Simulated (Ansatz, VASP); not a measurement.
**One calculation of MgO, two programs**

INCAR

```
SYSTEM = MgO
PREC = Accurate ; ENCUT = 520
EDIFF = 1E-7 ; ISMEAR = -5
SIGMA = 0.05 ; LREAL = .FALSE.
LASPH = .TRUE. ; NELM = 100
ALGO = Normal ; ISIF = 2
LWAVE = .FALSE. ; LCHARG = .FALSE.
GGA = CA ; NBANDS = 11
```

KPOINTS

```
Automatic mesh
0
G
  11 11 11
  0 0 0
```

POSCAR

```
MgO
1.0
    0.0000000000      2.1108892239      2.1108892239
    2.1108892239      0.0000000000      2.1108892239
    2.1108892239      2.1108892239      0.0000000000
Mg O
1 1
Direct
    0.0000000000      0.0000000000      0.0000000000
    0.5000000000      0.5000000000      0.5000000000
```

Contents of input.yaml:

```yaml
crystal:
  lattice:
    - [0.0, 2.1108892239, 2.1108892239]
    - [2.1108892239, 0.0, 2.1108892239]
    - [2.1108892239, 2.1108892239, 0.0]
  atoms:
    - { symbol: Mg, position: [0.0, 0.0, 0.0] }
    - { symbol: O, position: [0.5, 0.5, 0.5] }
hamiltonian:
  xc: lda
  pseudopotentials: { kind: paw }
kpoints:
  mp_grid: { grid: [11, 11, 11] }
scf:
  occupations: { method: tetrahedron }
output:
  forces: true
  stress: true
  write_density: true
  write_potential: true
  elf: true
  volumetric_format: npy
```

Alike in both runs: task single point; functional LDA; k mesh 11 × 11 × 11; occupations tetrahedron; no spin polarisation.

|  | VASP | Ansatz |
| --- | --- | --- |
| version | VASP 6.6.1 | Ansatz 0.2.0 |
| potentials or method | VASP PAW LDA potentials, release 64 (Mg, O) | Ansatz PAW |
| plane-wave cutoff (eV) | 520 | 420 |
| valence electrons in the cell | 8 | 16 |

|  | VASP | Ansatz | Ansatz less VASP |
| --- | --- | --- | --- |
| gap on the k mesh at the Fermi level (eV) | 4.59 | 4.59 | 0.000 |
| least direct gap on the mesh (eV) | 4.59 | 4.59 | 0.000 |
| pressure (GPa) | -8.7 | -7.1 | +1.67 |

LDA's correlation is that of Perdew and Zunger in VASP and of Perdew and Wang (1992) in Ansatz. VASP's potentials hold 8 valence electrons a cell and Ansatz's 16, so a difference there can come from the potentials and not from the codes.

Noted on Ansatz's run: odd divisions of the mesh miss points on the zone boundary, where band edges often lie, so the gap on the mesh can be too wide.
